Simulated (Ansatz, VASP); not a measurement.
# Gd: VASP beside Ansatz

```
Gd
1.0
     3.64000    0.00000    0.00000
    -1.82000    3.15233    0.00000
     0.00000    0.00000    5.78032
Gd
2
Direct
  0.33333 0.66667 0.75000
  0.66667 0.33333 0.25000
```

Alike in both runs: task relaxation of cell and atoms; functional PBE; k mesh 6 × 6 × 4; occupations gaussian, width 0.05 eV; collinear spin.

|  | VASP | Ansatz |
| --- | --- | --- |
| version | VASP 6.6.1 | Ansatz 0.2.0 |
| potentials or method | VASP PAW PBE potentials, release 64 (Gd), cutoff 600 eV | scalar-relativistic, plane waves, PAW |
| valence electrons in the cell | 36 | 36 |

Ansatz gave:

```
gap on the k mesh at the Fermi level, each at its own relaxed structure (eV) : none
net moment per atom (μB)                                                     : 7.70
size of the moment on the site where the two differ most (μB)                : 7.39
relaxed volume (Å³/atom)                                                     : 33.52
relaxed length of the cell vector where the two differ most in proportion (Å)              : 5.818
```

Task: Estimate VASP's values.

Result: gap on the k mesh at the Fermi level, each at its own relaxed structure (eV): none; net moment per atom (μB): 7.70; size of the moment on the site where the two differ most (μB): 7.02; relaxed volume (Å³/atom): 33.51; relaxed length of the cell vector where the two differ most in proportion (Å): 5.821.

Site moments also hang on the region over which each program counts them. A gap of «none» marks a metal or a gap that the smearing closes.

Spin-orbit coupling is off throughout.
